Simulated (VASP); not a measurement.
Write the native input for VASP 6.6.1 that does the following.

```
Task                   : single point
Functional             : PBE
Potentials or basis    : VASP PAW PBE potentials, release 64 (Yb)
Cutoff                 : 520 eV
k mesh                 : 14 × 14 × 14
Occupations            : gaussian, width 0.15 eV
Spin                   : no spin polarisation
Dipole correction      : no
Further INCAR settings : ALGO = Fast; EDIFF = 1e-07; NBANDS = 18
```

The structure of Yb lies in POSCAR:

```
Yb
1.0
   -0.1436484195      2.6117894455      2.6117894455
    2.4681410260      0.0000000000      2.4681410260
    2.6117894455      2.6117894455     -0.1436484195
Yb
1
Direct
    0.0000000000      0.0000000000      0.0000000000
```

This cell differs from its parent crystal: engineering shear strain xz -0.1100, normal strain along z +0.0000.

The input as run:

INCAR

```
SYSTEM = Yb
PREC = Accurate ; ENCUT = 520
EDIFF = 1E-7 ; ISMEAR = 0
SIGMA = 0.15 ; LREAL = .FALSE.
LASPH = .TRUE. ; NELM = 60
ALGO = Fast ; ISIF = 2
LWAVE = .FALSE. ; LCHARG = .TRUE.
GGA = PE ; LELF = .TRUE.
LVHAR = .TRUE. ; NBANDS = 18
```

KPOINTS

```
Automatic mesh
0
G
  14 14 14
  0 0 0
```

Potentials or basis: VASP PAW PBE potentials, release 64 (Yb).

Run with:

```bash
$ cat potpaw_PBE.64/Yb/POTCAR > POTCAR
$ mpirun -np 1 vasp_std > vasp.out
```

It gave:

```yaml
Pressure: 0.5 GPa
Band_gap_on_the_k_mesh: zero (bands 12 and 13 overlap by 0.30 eV)
```

Caveat: the cell differs from its parent crystal (engineering shear strain xz -0.1100, normal strain along z +0.0000); spin-orbit coupling is left out, which moves the levels of the heavy elements.

It took 19 min on 1 thread of Intel Xeon 8259CL, on a shared host, peak memory 0.42 GiB.
